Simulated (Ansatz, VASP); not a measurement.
## Two plane-wave programs on SiO2

File INCAR:

```
SYSTEM = SiO2
  PREC = Accurate
  ENCUT = 520
  EDIFF = 1E-7
  ISMEAR = 0
  SIGMA = 0.1
  LREAL = Auto
  LASPH = .True.
  NELM = 80
  ALGO = Normal
  ISIF = 2
  LWAVE = .False.
  LCHARG = .False.
  GGA = PE
  NBANDS = 82
```

KPOINTS

```
regular mesh
0
Gamma
  4 4 4
  0 0 0
```

Contents of POSCAR:

```
SiO2
1.0
   -4.5798011975      4.5798011975      4.1155784219
    4.5798011975     -4.5798011975      4.1155784219
    4.5798011975      4.5798011975     -4.1155784219
Si O
8 16
Direct
    0.7554327600      0.1131968500      0.2321106600
    0.8810861900      0.5233220900      0.7678893400
    0.1131968500      0.7554327600      0.2321106600
    0.4766779100      0.2445672400      0.3577640900
    0.8868031500      0.1189138100      0.6422359100
    0.5233220900      0.8810861900      0.7678893400
    0.2445672400      0.4766779100      0.3577640900
    0.1189138100      0.8868031500      0.6422359100
    0.2833330700      0.0000000000      0.2833330700
    0.9167487000      0.6259356300      0.0000000000
    0.6306849100      0.2378251000      0.2533388800
    0.7166669300      0.0000000000      0.7166669300
    0.6259356300      0.9167487000      0.0000000000
    0.6226539800      0.3693150900      0.6071402000
    0.3693150900      0.6226539800      0.6071402000
    0.0832512900      0.0832512900      0.7091869200
    0.9844862200      0.3773460200      0.7466611200
    0.0000000000      0.7166669300      0.7166669300
    0.2378251000      0.6306849100      0.2533388800
    0.0155137800      0.7621749000      0.3928598000
    0.0000000000      0.2833330700      0.2833330700
    0.7621749000      0.0155137800      0.3928598000
    0.3740643700      0.3740643700      0.2908130700
    0.3773460200      0.9844862200      0.7466611200
```

Input for Ansatz:

```yaml
crystal:
  lattice:
    - [-4.5798011975, 4.5798011975, 4.1155784219]
    - [4.5798011975, -4.5798011975, 4.1155784219]
    - [4.5798011975, 4.5798011975, -4.1155784219]
  atoms:
    - { symbol: Si, position: [0.75543276, 0.11319685, 0.23211066] }
    - { symbol: Si, position: [0.88108619, 0.52332209, 0.76788934] }
    - { symbol: Si, position: [0.11319685, 0.75543276, 0.23211066] }
    - { symbol: Si, position: [0.47667791, 0.24456724, 0.35776409] }
    - { symbol: Si, position: [0.88680315, 0.11891381, 0.64223591] }
    - { symbol: Si, position: [0.52332209, 0.88108619, 0.76788934] }
    - { symbol: Si, position: [0.24456724, 0.47667791, 0.35776409] }
    - { symbol: Si, position: [0.11891381, 0.88680315, 0.64223591] }
    - { symbol: O, position: [0.28333307, 0.0, 0.28333307] }
    - { symbol: O, position: [0.9167487, 0.62593563, 0.0] }
    - { symbol: O, position: [0.63068491, 0.2378251, 0.25333888] }
    - { symbol: O, position: [0.71666693, 0.0, 0.71666693] }
    - { symbol: O, position: [0.62593563, 0.9167487, 0.0] }
    - { symbol: O, position: [0.62265398, 0.36931509, 0.6071402] }
    - { symbol: O, position: [0.36931509, 0.62265398, 0.6071402] }
    - { symbol: O, position: [0.08325129, 0.08325129, 0.70918692] }
    - { symbol: O, position: [0.98448622, 0.37734602, 0.74666112] }
    - { symbol: O, position: [0.0, 0.71666693, 0.71666693] }
    - { symbol: O, position: [0.2378251, 0.63068491, 0.25333888] }
    - { symbol: O, position: [0.01551378, 0.7621749, 0.3928598] }
    - { symbol: O, position: [0.0, 0.28333307, 0.28333307] }
    - { symbol: O, position: [0.7621749, 0.01551378, 0.3928598] }
    - { symbol: O, position: [0.37406437, 0.37406437, 0.29081307] }
    - { symbol: O, position: [0.37734602, 0.98448622, 0.74666112] }
basis:
  ecutwfc: 420
kpoints:
  mp_grid: { grid: [4, 4, 4] }
hamiltonian:
  xc: pbe
scf:
  occupations: { method: gaussian, width: 0.1 }
output:
  forces: true
  stress: true
  eigenvalues: true
```

Alike in both runs: task single point; functional PBE; k mesh 4 × 4 × 4; occupations gaussian, width 0.1 eV; no spin polarisation.

|  | VASP | Ansatz |
| --- | --- | --- |
| version | VASP 6.6.1 | Ansatz 0.2.0 |
| potentials or method | VASP PAW PBE potentials, release 64 (Si, O), cutoff 520 eV | scalar-relativistic, plane waves, PAW |
| valence electrons in the cell | 128 | 128 |

```tsv
	VASP	Ansatz	Ansatz less VASP
gap on the k mesh at the Fermi level (eV)	5.83	5.83	-0.001
least direct gap on the mesh (eV)	6.04	6.03	-0.003
pressure (GPa)	4.8	4.6	-0.16
traceless stress, the component that is largest in VASP (GPa)	-0.10	0.01	+0.105
rms of the force components (eV/Å)	0.165	0.168	+0.0029
```

Atom by atom the forces differ by 0.013 eV/Å (rms over components).
